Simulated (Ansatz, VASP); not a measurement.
NaF: VASP beside Ansatz

Contents of POSCAR:

```
NaF
1.0
    0.0000000000      2.3660831267      2.2726349319
    2.3660831267      0.0000000000      2.2726349319
    2.3660831267      2.3660831267      0.0000000000
Na F
1 1
Direct
    0.0000000000      0.0000000000      0.0000000000
    0.5000000000      0.5000000000      0.5000000000
```

INCAR.step1

```
SYSTEM = NaF
PREC = Accurate
ENCUT = 520
ISMEAR = 0
SIGMA = 0.01
LREAL = .False.
LASPH = .True.
NELM = 100
NBANDS = 14
GGA = PE
ALGO = Normal
EDIFF = 1E-4
LWAVE = .True.
LCHARG = .False.
```

File INCAR.step2:

```
SYSTEM = NaF
PREC = Accurate
ENCUT = 520
EDIFF = 1E-7
ISMEAR = 0
SIGMA = 0.01
LREAL = .False.
LASPH = .True.
NELM = 100
ALGO = Normal
ISIF = 2
LWAVE = .False.
LCHARG = .False.
METAGGA = R2SCAN
LMIXTAU = .True.
NBANDS = 14
ISTART = 1
```

KPOINTS

```
Automatic mesh
0
Gamma
  10 10 10
  0 0 0
```

Input for Ansatz:

```yaml
crystal:
  lattice:
    - [0.0, 2.3660831267, 2.2726349319]
    - [2.3660831267, 0.0, 2.2726349319]
    - [2.3660831267, 2.3660831267, 0.0]
  atoms:
    - { symbol: Na, position: [0.0, 0.0, 0.0] }
    - { symbol: F, position: [0.5, 0.5, 0.5] }
kpoints:
  mp_grid: { grid: [10, 10, 10] }
  band_path:
    path:
      - [0.0, 0.0, 0.0]
      - [0.5, 0.0, 0.5]
      - [0.625, 0.25, 0.625]
      - [0.375, 0.375, 0.75]
      - [0.5, 0.5, 0.5]
      - [0.5, 0.25, 0.75]
    npoints: 1
hamiltonian:
  xc: r2scan
scf:
  occupations: { method: fixed }
  n_extra_bands: 4
output:
  forces: true
  stress: true
  eigenvalues: true
  write_density: true
  write_potential: true
  elf: true
  volumetric_format: npy
```

Change from the starting cell: epitaxial_xy strain +3.0%.

Alike in both runs: task single point; functional r2SCAN; k mesh 10 × 10 × 10; no spin polarisation.

|  | VASP | Ansatz |
| --- | --- | --- |
| version | VASP 6.6.1 | Ansatz 0.2.0 |
| potentials or method | VASP PAW PBE potentials, release 64 (Na_pv, F) | plane waves, PAW |
| plane-wave cutoff (eV) | 520 | 500 |
| occupations | gaussian, width 0.01 eV | fixed |
| valence electrons in the cell | 14 | 16 |

```tsv
	VASP	Ansatz	Ansatz less VASP
gap on the k mesh at the Fermi level (eV)	7.04	7.01	-0.034
pressure (GPa)	-2.8	-2.1	+0.64
traceless stress, the component that is largest in VASP (GPa)	2.16	2.15	-0.009
```

VASP's potentials were made for PBE, not for r2SCAN. VASP's potentials hold 14 valence electrons a cell and Ansatz's 16, so a difference there can come from the potentials and not from the codes.
